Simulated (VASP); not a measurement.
Set up this calculation in VASP 6.6.1, as the native input.

```
Task                   : single point
Functional             : LDA
Potentials or basis    : VASP PAW LDA potentials, release 64 (Zn, O)
Cutoff                 : 520 eV
k mesh                 : 12 × 12 × 6
Occupations            : gaussian, width 0.02 eV
Spin                   : no spin polarisation
Dipole correction      : no
Further INCAR settings : ALGO = Normal; EDIFF = 1e-07; NBANDS = 26
```

The structure of ZnO lies in POSCAR:

```
ZnO
1.0
    3.1868123898      0.0000000000      0.0000000000
   -1.5934061949      2.7598604867      0.0000000000
    0.0000000000      0.0000000000      5.1535583231
Zn O
2 2
Direct
    0.3333333333      0.6666666667      0.5003399761
    0.6666666667      0.3333333333      0.0003399761
    0.6666666667      0.3333333333      0.3786700239
    0.3333333333      0.6666666667      0.8786700239
```

The input as run:

INCAR

```
SYSTEM = ZnO
PREC = Accurate ; ENCUT = 520
EDIFF = 1E-7 ; ISMEAR = 0
SIGMA = 0.02 ; LREAL = .FALSE.
LASPH = .TRUE. ; NELM = 60
ALGO = Normal ; ISIF = 2
LWAVE = .FALSE. ; LCHARG = .TRUE.
LELF = .TRUE. ; LVHAR = .TRUE.
NBANDS = 26
```

KPOINTS

```
Automatic mesh
0
G
  12 12 6
  0 0 0
```

Potentials or basis: VASP PAW LDA potentials, release 64 (Zn, O).

Command:

```console
$ cat potpaw_LDA.64/Zn/POTCAR potpaw_LDA.64/O/POTCAR > POTCAR
$ mpirun -np 1 vasp_std > vasp.out
```

It gave:

The pressure is 1.3 GPa. The band gap on the k mesh is 0.81 eV, direct.

Run time: 31 s on 1 thread of Intel(R) Xeon(R) 6975P-C (Granite Rapids), with other jobs on the host, peak memory 0.18 GiB.
